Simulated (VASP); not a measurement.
# Ga3Se (P4mm) in VASP: single point with PBE+D3(BJ)

Aim: the single point of Ga3Se with PBE+D3(BJ).

Program: VASP 6.6.1. These are calculated values, not measurements. Logs are shortened: lines on timing, memory, paths and dates and some standing lists are left out, and cuts for length are marked.

**1. The cell of the first run**

Symmetry: P4mm, No. 99, tetragonal system. The conventional cell has a = 4.324 Å, b = 4.324 Å, c = 4.324 Å, α = 90.00°, β = 90.00°, γ = 90.00°. Within 3.9 Å of Ga (site symmetry 2mm) lie 4 Se at 2.94 to 3.18 Å and 8 Ga at 3.06 Å. Ga (site symmetry 4mm) has 8 Ga at 3.06 Å and 4 Se at 3.06 Å within 4.0 Å. Se (site symmetry 4mm) has 12 Ga at 2.94 to 3.18 Å within 3.9 Å.

**2. Single point, PBE+D3(BJ) (atom 4 (Se) moved +0.167 Å along Cartesian [0 1 0])**

INCAR reads:

```
PREC     = Accurate       # precision mode
ENCUT    = 520            # plane-wave cutoff, eV
EDIFF    = 1E-6           # SCF threshold, eV
ISMEAR   = 0              # smearing method
SIGMA    = 0.15           # smearing width, eV
LREAL    = False          # projectors in reciprocal space
LASPH    = True           # aspherical terms in the spheres
NELM     = 60             # most SCF steps
ALGO     = Normal         # electronic algorithm
ISIF     = 2              # what is computed and relaxed
LWAVE    = False          # write WAVECAR
LCHARG   = False          # write CHGCAR
GGA      = PE             # functional
IVDW     = 12             # dispersion correction
NBANDS   = 30             # bands
```

KPOINTS reads:

```
Automatic mesh
0
Gamma
  12 12 12
```

POSCAR reads:

```
Ga3Se
1.0
    4.3236103161      0.0000000000      0.0000000000
    0.0000000000      4.3236103161      0.0000000000
    0.0000000000      0.0000000000      4.3236103161
Ga Se
3 1
Direct
    0.0000000000      0.5000000000      0.5000000000
    0.5000000000      0.0000000000      0.5000000000
    0.5000000000      0.5000000000      0.0000000000
    0.0000000000      0.0385557411      0.0000000000
```

Potentials or basis: VASP PAW PBE potentials, release 64 (Ga_d, Se).

On the command line:

```bash
$ cat potpaw_PBE.64/Ga_d/POTCAR potpaw_PBE.64/Se/POTCAR > POTCAR
$ mpirun -np 1 vasp_std > vasp.out
```

OUTCAR:

```text
PREC = Accurate
   ENCUT = 520
   EDIFF = 1E-6
   ISMEAR = 0
   LREAL = False
   LASPH = True
   NELM = 60
   ISIF = 2
   GGA = PE
   IVDW = 12
 IVDW          = 12

 ion  position               nearest neighbor table
   1  0.000  0.500  0.500-
   2  0.500  0.000  0.500-
   3  0.500  0.500  0.000-
   4  0.000  0.039  0.000-

  LATTYP: Found a simple cubic cell.
 ALAT       =     4.3236103161

  Lattice vectors:

 A1 = (   4.3236103161,   0.0000000000,   0.0000000000)
 A2 = (   0.0000000000,   4.3236103161,   0.0000000000)
 A3 = (   0.0000000000,   0.0000000000,   4.3236103161)

Analysis of symmetry for initial positions (statically):
=====================================================================
 Subroutine PRICEL returns:
 Original cell was already a primitive cell.

 Routine SETGRP: Setting up the symmetry group for a
 simple cubic supercell.

 Subroutine GETGRP returns: Found  8 space group operations
 (whereof  8 operations were pure point group operations)
 out of a pool of 48 trial point group operations.

The static configuration has the point symmetry C_4v.

Analysis of symmetry for dynamics (positions and initial velocities):
=====================================================================
 Subroutine PRICEL returns:
 Original cell was already a primitive cell.

 Routine SETGRP: Setting up the symmetry group for a
 simple cubic supercell.

 Subroutine GETGRP returns: Found  8 space group operations
 (whereof  8 operations were pure point group operations)
 out of a pool of 48 trial point group operations.

The dynamic configuration has the point symmetry C_4v.

 Subroutine INISYM returns: Found  8 space group operations
 (whereof  8 operations are pure point group operations),
 and found     1 'primitive' translations

----------------------------------------------------------------------------------------

                                     Primitive cell

  volume of cell :      80.8239

  direct lattice vectors                    reciprocal lattice vectors
     4.323610316  0.000000000  0.000000000     0.231288189  0.000000000  0.000000000
     0.000000000  4.323610316  0.000000000     0.000000000  0.231288189  0.000000000
     0.000000000  0.000000000  4.323610316     0.000000000  0.000000000  0.231288189

  length of vectors
     4.323610316  4.323610316  4.323610316     0.231288189  0.231288189  0.231288189

  position of ions in fractional coordinates (direct lattice)
     0.000000000  0.500000000  0.500000000
     0.500000000  0.000000000  0.500000000
     0.500000000  0.500000000  0.000000000
     0.000000000  0.038555741  0.000000000

  ion indices of the primitive-cell ions
   primitive index   ion index
                 1           1
                 2           2
                 3           3
                 4           4

----------------------------------------------------------------------------------------

 KPOINTS: Automatic mesh

Automatic generation of k-mesh.
 Grid dimensions read from file:
 generate k-points for:   12   12   12

 Generating k-lattice:

  Cartesian coordinates                     Fractional coordinates (reciprocal lattice)
     0.019274016  0.000000000  0.000000000     0.083333333  0.000000000  0.000000000
     0.000000000  0.019274016  0.000000000     0.000000000  0.083333333  0.000000000
     0.000000000  0.000000000  0.019274016     0.000000000  0.000000000  0.083333333

  Length of vectors
     0.019274016  0.019274016  0.019274016

  Shift w.r.t. Gamma in fractional coordinates (k-lattice)
     0.000000000  0.000000000  0.000000000

 Subroutine IBZKPT returns following result:
 ===========================================

 Found    196 irreducible k-points:

 Following reciprocal coordinates:
            Coordinates               Weight
  0.000000  0.000000  0.000000      1.000000
  0.083333  0.000000  0.000000      4.000000
  0.000000  0.083333  0.000000      2.000000
  0.166667  0.000000  0.000000      4.000000
  0.000000  0.166667  0.000000      2.000000
  0.250000  0.000000  0.000000      4.000000
[... 16 lines left out ...]
  0.000000  0.333333  0.083333      8.000000
  0.083333  0.000000  0.333333      8.000000
 [... further k-points ...]
   k-points           NKPTS =    196   k-points in BZ     NKDIM =    196   number of bands    NBANDS=     30
   number of dos      NEDOS =    301   number of ions     NIONS =      4
   total plane-waves  NPLWV =  32768
   dimension x,y,z NGX =    32 NGY =   32 NGZ =   32
   dimension x,y,z NGXF=    64 NGYF=   64 NGZF=   64
   ions per type =               3   1
   NGX,Y,Z   is equivalent  to a cutoff of  12.30, 12.30, 12.30 a.u.
   NGXF,Y,Z  is equivalent  to a cutoff of  24.61, 24.61, 24.61 a.u.
 SYSTEM =  unknown system
   PREC   = accura    normal or accurate (medium, high low for compatibility)
   ISTART =      0    job   : 0-new  1-cont  2-samecut
   ICHARG =      2    charge: 1-file 2-atom 10-const
   ISPIN  =      1    spin polarized calculation?
   LNONCOLLINEAR =      F non collinear calculations
   LSORBIT =      F    spin-orbit coupling
   LASPH  =      T    aspherical Exc in radial PAW
   ENCUT  =  520.0 eV  38.22 Ry    6.18 a.u.   8.04  8.04  8.04*2*pi/ulx,y,z
   NELM   =     60;   NELMIN=  2; NELMDL= -5     # of ELM steps
   EDIFF  = 0.1E-05   stopping-criterion for ELM
   LREAL  =      F    real-space projection
   EDIFFG = 0.1E-04   stopping-criterion for IOM
   NSW    =      0    number of steps for IOM
   IBRION =     -1    ionic relax: 0-MD 1-quasi-New 2-CG
   NFREE  =      0    steps in history (QN), initial steepest desc. (CG)
   ISIF   =      2    stress and relaxation
   ISYM   =      2    0-nonsym 1-usesym 2-fastsym
   POTIM  = 0.5000    time-step for ionic-motion
   TEBEG  =    0.0;   TEEND  =   0.0 temperature during run
   PSTRESS=    0.0 pullay stress
   NELECT =      45.0000    total number of electrons
   NUPDOWN=      -1.0000    fix difference up-down
   EMIN   =  10.00;   EMAX   =-10.00  energy-range for DOS
   EFERMI =   0.00;   METHOD = LEGACY
   ISMEAR =     0;   SIGMA  =   0.15  broadening in eV -4-tet -1-fermi 0-gaus
   EFERMI_NEDOS =   21; number of points for ismear=-14 and -15
   IALGO  =     38    algorithm
   IMIX   =      4    mixing-type and parameters
     AMIX     =   0.40;   BMIX     =  1.00
     AMIX_MAG =   1.60;   BMIX_MAG =  1.00
  volume/ion in A,a.u.               =      20.21       136.36
  Fermi-wavevector in a.u.,A,eV,Ry     =   1.346788  2.545060 24.678750  1.813837
  Thomas-Fermi vector in A             =   2.474591
   LORBIT       =      0    0 simple, 1 ext, 2 COOP (PROOUT), +10 PAW based schemes
   GGA     = PE    functional components
   LHFCALC =     F    Hartree Fock is set to
   AEXX    =    0.0000 exact exchange contribution
   IVDW    =    12    specifies the selected vdW correction
   LEPSILON=     F    determine dielectric tensor
   LRPA    =     F    only Hartree local field effects (RPA)
 non-spin polarized calculation
 Gauss-broadening in eV      SIGMA  =   0.15
  energy-cutoff  :      520.00
  volume of cell :       80.82
 maximum number of plane-waves:      2224
   NGX = 17   NGY = 17   NGZ = 17

 number of electron      45.0000067 magnetization

 Free energy of the ion-electron system (eV)
  ---------------------------------------------------
  ext. energy  EPLUGINS =         0.00000000
  ---------------------------------------------------
  free energy    TOTEN  =       -12.37966105 eV

  energy without entropy =      -12.36205239  energy(sigma->0) =      -12.37085672

 E-fermi :   5.3248     XC(G=0): -10.6226

 val. band max:        5.3192635186   @ k =   0.2500   0.0833   0.3333
 cond. band min:       5.3251958064   @ k =   0.4167   0.3333   0.0833
 fundamental gap:      0.0059322878
 Fermi energy:         5.3247502147

 k-point     1 :       0.0000    0.0000    0.0000
  band No.  band energies     occupation
      1      -9.7946      2.00000
      2      -9.7432      2.00000
      3      -9.7398      2.00000
      4      -9.7398      2.00000
      5      -9.6842      2.00000
      6      -9.6791      2.00000
[... 22 lines left out ...]
     29      11.5159      0.00000
     30      12.5575      0.00000

 k-point     2 :       0.0833    0.0000    0.0000
  band No.  band energies     occupation
      1      -9.7884      2.00000
      2      -9.7392      2.00000
      3      -9.7387      2.00000
      4      -9.7357      2.00000
      5      -9.6819      2.00000
      6      -9.6775      2.00000
[... 22 lines left out ...]
     29      11.7684      0.00000
     30      12.5923      0.00000

 k-point     3 :       0.0000    0.0833    0.0000
  band No.  band energies     occupation
      1      -9.7883      2.00000
      2      -9.7422      2.00000
      3      -9.7357      2.00000
      4      -9.7357      2.00000
      5      -9.6835      2.00000
      6      -9.6759      2.00000
[... 22 lines left out ...]
     29      11.7674      0.00000
     30      12.6016      0.00000

 k-point     4 :       0.1667    0.0000    0.0000
  band No.  band energies     occupation
      1      -9.7706      2.00000
      2      -9.7357      2.00000
      3      -9.7270      2.00000
      4      -9.7236      2.00000
      5      -9.6784      2.00000
      6      -9.6701      2.00000
[... 22 lines left out ...]
     29      12.2853      0.00000
     30      12.7204      0.00000

 k-point     5 :       0.0000    0.1667    0.0000
  band No.  band energies     occupation
      1      -9.7706      2.00000
      2      -9.7394      2.00000
      3      -9.7238      2.00000
      4      -9.7238      2.00000
      5      -9.6814      2.00000
      6      -9.6668      2.00000
[... 22 lines left out ...]
     29      12.2938      0.00000
     30      12.7384      0.00000
[... 526 lines left out ...]
     29      12.3807      0.00000
     30      12.7984      0.00000

 k-point    22 :       0.3333    0.0833    0.0000
  band No.  band energies     occupation
      1      -9.7233      2.00000
      2      -9.7124      2.00000
      3      -9.6815      2.00000
      4      -9.6792      2.00000
      5      -9.6686      2.00000
      6      -9.6389      2.00000
[... 22 lines left out ...]
     29      11.6363      0.00000
     30      12.2215      0.00000

 k-point    23 :       0.0000    0.3333    0.0833
  band No.  band energies     occupation
      1      -9.7276      2.00000
      2      -9.7148      2.00000
      3      -9.6797      2.00000
      4      -9.6796      2.00000
      5      -9.6700      2.00000
      6      -9.6346      2.00000
[... 22 lines left out ...]
     29      11.6467      0.00000
     30      12.2347      0.00000

 k-point    24 :       0.0833    0.0000    0.3333
  band No.  band energies     occupation
      1      -9.7238      2.00000
      2      -9.7117      2.00000
      3      -9.6833      2.00000
      4      -9.6782      2.00000
      5      -9.6681      2.00000
      6      -9.6386      2.00000
[... 22 lines left out ...]
     29      11.6370      0.00000
     30      12.2156      0.00000

 [... further k-points ...]

------------------------ aborting loop because EDIFF is reached ----------------------------------------

 Edisp (eV)   -1.26462

 E8    (eV) :    -0.5688

  FORCE on cell =-STRESS in cart. coord.  units (eV):
  Direction    XX          YY          ZZ          XY          YZ          ZX
  --------------------------------------------------------------------------------------
  -------------------------------------------------------------------------------------
  Total       0.20895     0.04867     0.20895     0.00000     0.00000     0.00000
  in kB       4.14207     0.96480     4.14207     0.00000     0.00000     0.00000
  external pressure =        3.08 kB  Pullay stress =        0.00 kB

 VOLUME and BASIS-vectors are now :
 -----------------------------------------------------------------------------
  energy-cutoff  :      520.00
  volume of cell :       80.82
      direct lattice vectors                 reciprocal lattice vectors
     4.323610316  0.000000000  0.000000000     0.231288189  0.000000000  0.000000000
     0.000000000  4.323610316  0.000000000     0.000000000  0.231288189  0.000000000
     0.000000000  0.000000000  4.323610316     0.000000000  0.000000000  0.231288189

 POSITION                                       TOTAL-FORCE (eV/Angst)
 -----------------------------------------------------------------------------------
      0.00000      2.16181      2.16181        -0.000000      0.148718      0.000000
      2.16181      0.00000      2.16181         0.000000     -0.168231      0.000000
      2.16181      2.16181      0.00000         0.000000      0.148718      0.000000
      0.00000      0.16670      0.00000         0.000000     -0.129205     -0.000000
 -----------------------------------------------------------------------------------
    total drift:                                0.000000     -0.000667      0.000000

  FREE ENERGIE OF THE ION-ELECTRON SYSTEM (eV)
  ---------------------------------------------------
  free  energy   TOTEN  =       -13.6442791818 eV

  energy  without entropy=      -13.6266705214  energy(sigma->0) =      -13.63547485
```

Run time: 5.3 min. Hardware: 1 thread of Intel Xeon 8259CL, shared host; peak memory 0.48 GiB.

What came out:

| Item | Value |
| --- | --- |
| Free energy | -13.6443 eV |
| Pressure | 0.3 GPa |
| Largest force | 0.168 eV/Å |
| Band gap on the k mesh | zero (an odd number of electrons rules out a gap without spin polarisation) |
| Dispersion energy per atom | -0.316 eV |

Forces in eV/Å, atoms in the order of the input:
```
Ga   0.000  0.149  0.000
Ga   0.000 -0.168  0.000
Ga   0.000  0.149  0.000
Se   0.000 -0.129  0.000
```

Stress tensor (GPa, compression positive):
```
0.41 0.00 0.00
0.00 0.10 0.00
0.00 0.00 0.41
```

Levels at points of the mesh, in eV from the Fermi level:
```tsv
k point	band 18	band 19	band 20	band 21	band 22	band 23	band 24	band 25	band 26	band 27
(0.00, 0.00, 0.00)	-4.12	-4.11	-4.11	-2.76	-2.67	1.68	1.70	1.70	4.54	4.54
(0.50, 0.00, 0.00)	-5.30	-3.11	-3.06	-1.94	-1.27	-0.40	-0.22	1.01	4.35	4.44
(0.00, 0.50, 0.00)	-5.30	-3.13	-3.13	-1.94	-1.15	-0.36	-0.36	1.04	4.35	4.39
(0.50, 0.50, 0.00)	-7.18	-6.62	-2.44	-0.96	-0.60	-0.52	1.56	1.58	1.66	1.92
(0.50, 0.00, 0.50)	-7.23	-6.67	-2.49	-0.70	-0.59	-0.59	1.55	1.63	1.63	1.89
(0.50, 0.50, 0.50)	-5.60	-5.32	-5.15	-4.89	-4.89	-3.80	4.29	4.29	4.34	9.02
```

Caveat: the cell differs from its parent crystal (atom 4 (Se) moved +0.167 Å along Cartesian [0 1 0]).
